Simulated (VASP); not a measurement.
Cu:

```xyz
1
Lattice="-1.4428 1.4428 1.3761 1.4428 -1.4428 1.3761 1.4428 1.4428 -1.3761" Properties=species:S:1:pos:R:3 pbc="T T T"
Cu    0.0000    0.0000    0.0000
```

| Item | Value |
| --- | --- |
| Program | VASP 6.6.1 |
| Task | relaxation of cell and atoms |
| Functional | PBE |
| Potentials or basis | VASP PAW PBE potentials, release 64 (Cu) |
| Cutoff | 600 eV |
| k mesh | 13 × 13 × 13 |
| Occupations | fermi-dirac, width 0.05 eV |
| Spin | no spin polarisation |

At the start: pressure 7.9 GPa; volume 11.46 Å³/atom.

Question: How do energy, volume and symmetry change on relaxing?

Answer: Over 9 steps the energy falls by 14.5 meV/atom and the volume is 12.07 Å³/atom (+5.4 %); space group I4/mmm (No. 139, to 0.05 Å).

The path:
```tsv
step	energy change (eV)	largest force (eV/Å)	pressure (GPa)	volume (Å³)
1	0.0000	0.0000	7.95	11.46
2	-0.0101	0.0000	-3.65	12.43
3	-0.0143	0.0000	0.03	12.07
4	-0.0143	0.0000	-0.10	12.08
5	-0.0143	0.0000	-0.12	12.08
6	-0.0144	0.0000	-0.16	12.08
7	-0.0145	0.0000	-0.13	12.09
8	-0.0145	0.0000	0.35	12.04
9	-0.0145	0.0000	0.02	12.07
```

Final structure:
```
Cu
1.0
    -1.47578    1.47578    1.38588
     1.47578   -1.47578    1.38588
     1.47578    1.47578   -1.38588
Cu
1
Direct
  0.00000 0.00000 0.00000
```
